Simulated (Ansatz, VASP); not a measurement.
# Si5P2 in VASP and in Ansatz

The input INCAR:

```
PREC = Accurate ; ENCUT = 600
EDIFF = 1E-7 ; ISMEAR = 0
SIGMA = 0.2 ; LREAL = False
LASPH = True ; NELM = 80
ALGO = Normal ; ISIF = 3
LWAVE = False ; LCHARG = False
GGA = PE ; IBRION = 2
NSW = 80 ; EDIFFG = -0.025
```

KPOINTS

```
Automatic mesh
0
Gamma
  6 6 2
```

File POSCAR:

```
Si5P2
1.0
    3.7953327045      0.1131787551      0.0051607530
   -1.7996506751      3.2170538569      0.0164890476
    0.0148123462      0.0632000948     11.0360236670
Si P
5 2
Direct
    0.2511517254      0.6309204272      0.3027266083
    0.6121730204      0.2830653540      0.6963405173
    0.0305235046      0.0386057234      0.3893291143
    0.0347806154     -0.0013039363      0.6017145592
   -0.0121160083      0.0432644947      0.0018489718
    0.3628957318      0.6576227438      0.1064210776
    0.7205914108      0.3478251931      0.9016191515
```

Input for Ansatz:

```yaml
crystal:
  lattice:
    - [3.7953327045, 0.1131787551, 0.005160753]
    - [-1.7996506751, 3.2170538569, 0.0164890476]
    - [0.0148123462, 0.0632000948, 11.036023667]
  atoms:
    - { symbol: Si, position: [0.2511517254, 0.6309204272, 0.3027266083] }
    - { symbol: Si, position: [0.6121730204, 0.283065354, 0.6963405173] }
    - { symbol: Si, position: [0.0305235046, 0.0386057234, 0.3893291143] }
    - { symbol: Si, position: [0.0347806154, -0.0013039363, 0.6017145592] }
    - { symbol: Si, position: [-0.0121160083, 0.0432644947, 0.0018489718] }
    - { symbol: P, position: [0.3628957318, 0.6576227438, 0.1064210776] }
    - { symbol: P, position: [0.7205914108, 0.3478251931, 0.9016191515] }
basis:
  ecutwfc: 420
kpoints:
  mp_grid: { grid: [6, 6, 2] }
hamiltonian:
  xc: pbe
scf:
  occupations: { method: gaussian, width: 0.2 }
  lower_state_search: "off"
output:
  forces: true
  stress: true
  eigenvalues: true
relax:
  adjacent_minimum: "off"
  f_tol: 0.025
  max_steps: 60
  cell: { stress_tol: 0.25 }
```

Change from the starting cell: cell x1, atoms moved at random (sigma 0.15 Å) and cell strained at random (1.5 %), then relaxed without symmetry.

Alike in both runs: task relaxation of cell and atoms; functional PBE; k mesh 6 × 6 × 2; occupations gaussian, width 0.2 eV; no spin polarisation.

|  | VASP | Ansatz |
| --- | --- | --- |
| version | VASP 6.6.1 | Ansatz 0.2.0 |
| potentials or method | VASP PAW PBE potentials, release 64 (Si, P), cutoff 600 eV | scalar-relativistic, plane waves, PAW |
| valence electrons in the cell | 30 | 30 |

```tsv
	VASP	Ansatz	Ansatz less VASP
gap on the k mesh at the Fermi level, each at its own relaxed structure (eV)	none	none	-
relaxed volume (Å³/atom)	19.13	19.16	+0.023
relaxed cell length with the largest relative difference (Å)	3.776	3.778	+0.0017
```

A gap of «none» marks a metal or a gap that the smearing closes.
